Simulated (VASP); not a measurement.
Set up this calculation in VASP 6.6.1, as the native input.

| Quantity | Value |
| --- | --- |
| Task | electric field gradients |
| Functional | PBE |
| Potentials or basis | VASP PAW PBE potentials, release 64 (Ag) |
| Cutoff | 520 eV |
| k mesh | 14 × 14 × 8 |
| Occupations | fermi-dirac, width 0.05 eV |
| Spin | no spin polarisation |
| Dipole correction | no |
| Further INCAR settings | ALGO = Normal; EDIFF = 1e-08; NBANDS = 18 |

The structure of Ag lies in POSCAR:

```
Ag
1.0
    2.9299980804      0.0000000000      0.0000000000
   -1.4649990402      2.5374527707      0.0000000000
    0.0000000000      0.0000000000      4.7900000000
Ag
2
Direct
    0.3333333333      0.6666666667      0.2500000000
    0.6666666667      0.3333333333      0.7500000000
```

This isn't the form of Ag at room conditions, which is fcc.

One way to write it, as run:

INCAR

```
PREC = Accurate ; ENCUT = 520
EDIFF = 1E-8 ; ISMEAR = -1
SIGMA = 0.05 ; LREAL = F
LASPH = T ; NELM = 100
ALGO = Normal ; ISIF = 2
LWAVE = F ; LCHARG = F
GGA = PE ; LEFG = T
NBANDS = 18
```

KPOINTS

```
Automatic mesh
0
Gamma
  14 14 8
```

Potentials or basis: VASP PAW PBE potentials, release 64 (Ag).

The run is started by

```bash
$ cat potpaw_PBE.64/Ag/POTCAR > POTCAR
$ mpirun -np 1 vasp_std > vasp.out
```

It gave:

```json
{
 "Pressure": "0.4 GPa",
 "Band gap on the k mesh": "zero (bands 11 and 12 overlap by 6.96 eV)",
 "Largest electric field gradient by atom": "Ag +3.8 V/Å²"
}
```

Caveat: without QUAD_EFG the Cq values of the log hold for a quadrupole moment of 1 mb, not for the nuclei.

Run time: 27 s on 1 thread of Intel(R) Xeon(R) 6975P-C (Granite Rapids) (shared host), peak memory 0.19 GiB.
